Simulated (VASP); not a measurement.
Crystal: Mg5Te3.

```
Mg Te
1.0
     3.82626    0.00000    0.00000
     0.00000    3.82626    0.00000
     0.00000    0.00000   13.41009
Mg Te
5 3
Cartesian
  0.0000 0.0000 3.3525
  0.0000 0.0000 10.0576
  0.0000 0.0000 0.0000
  1.9131 1.9131 5.0288
  1.9131 1.9131 8.3813
  1.9131 1.9131 1.6763
  1.9131 1.9131 11.7338
  0.0000 0.0000 6.7050
```

The cell was built from a structure type or drawn by symmetry, and may not be a known phase.

```yaml
Program: VASP 6.6.1
Task: relaxation of cell and atoms
Functional: PBE
Potentials_or_basis: VASP PAW PBE potentials, release 64 (Mg, Te)
Cutoff: 600 eV
k_mesh: 4 × 4 × 2
Occupations: gaussian, width 0.2 eV
Spin: no spin polarisation
```

At the start: pressure 1.4 GPa; volume 24.54 Å³/atom.

Q: Where does the relaxation end?

A: Over 6 steps the energy falls by 28.1 meV/atom and the volume is 25.40 Å³/atom (+3.5 %); space group P4/mmm (No. 123, to 0.1 Å) before and after.

The path:
```
step  energy change (eV)  largest force (eV/Å)  pressure (GPa)  volume (Å³)
   1              0.0000                0.7769            1.40       196.33
   2             -0.0856                0.5852            0.00       202.47
   3             -0.1070                0.4581           -0.98       207.61
   4             -0.1634                0.3430           -0.61       205.46
   5             -0.2138                0.0665            0.40       201.07
   6             -0.2251                0.0386            0.05       203.19
```

Final structure:
```
CELL_PARAMETERS angstrom
3.86048 0.00000 0.00000
0.00000 3.86048 0.00000
0.00000 0.00000 13.63389
ATOMIC_POSITIONS crystal
Mg 0.00000 0.00000 0.24478
Mg 0.00000 0.00000 0.75522
Mg 0.00000 0.00000 0.00000
Mg 0.50000 0.50000 0.37991
Mg 0.50000 0.50000 0.62009
Te 0.50000 0.50000 0.14209
Te 0.50000 0.50000 0.85791
Te 0.00000 0.00000 0.50000
```

Caveat: the k points lie up to 0.41 Å⁻¹ apart in the final cell, too coarse for converged energies and pressures of a metal; the relaxation stopped at a loose force limit of 0.08 eV/Å, so its end isn't a converged minimum.
